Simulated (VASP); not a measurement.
Input of a VASP 6.6.1 run:

File POSCAR:

```
BN
1.0
    0.0000000000      1.8589702290      1.7813838459
    1.8589702290      0.0000000000      1.7813838459
    1.8589702290      1.8589702290      0.0000000000
B N
1 1
Direct
    0.0000000000      0.0000000000      0.0000000000
    0.2500000000      0.2500000000      0.2500000000
```

INCAR.step1

```
PREC = Accurate ; ENCUT = 520
ISMEAR = 0 ; SIGMA = 0.01
LREAL = F ; LASPH = T
NELM = 60 ; NBANDS = 11
GGA = PE ; ALGO = Normal
EDIFF = 1E-4 ; LWAVE = T
LCHARG = F
```

INCAR.step2

```
PREC = Accurate ; ENCUT = 520
EDIFF = 1E-6 ; ISMEAR = 0
SIGMA = 0.01 ; LREAL = F
LASPH = T ; NELM = 60
ALGO = Normal ; ISIF = 2
LWAVE = F ; LCHARG = F
METAGGA = R2SCAN ; LMIXTAU = T
NBANDS = 11 ; ISTART = 1
```

Contents of KPOINTS:

```
regular mesh
0
Gamma
  12 12 12
```

Potentials or basis: VASP PAW PBE potentials, release 64 (B, N).

Launch:

```sh
$ cat potpaw_PBE.64/B/POTCAR potpaw_PBE.64/N/POTCAR > POTCAR
$ cp INCAR.step1 INCAR
$ mpirun -np 1 vasp_std > vasp.out
$ cp INCAR.step2 INCAR
$ mpirun -np 1 vasp_std > vasp.out
```

Predict the band gap on the k mesh.

4.20 eV, indirect (least direct gap 8.88 eV).

Predict the pressure.

-15.6 GPa.

Stress tensor (GPa, compression positive):
```
-23.88   0.00   0.00
  0.00 -23.88   0.00
  0.00   0.00   0.89
```

Caveat: the cell differs from its parent crystal (epitaxial xy strain +3.0%); the PAW data sets were made with another functional, which shifts forces and pressure a little. A k mesh can miss the band edges.
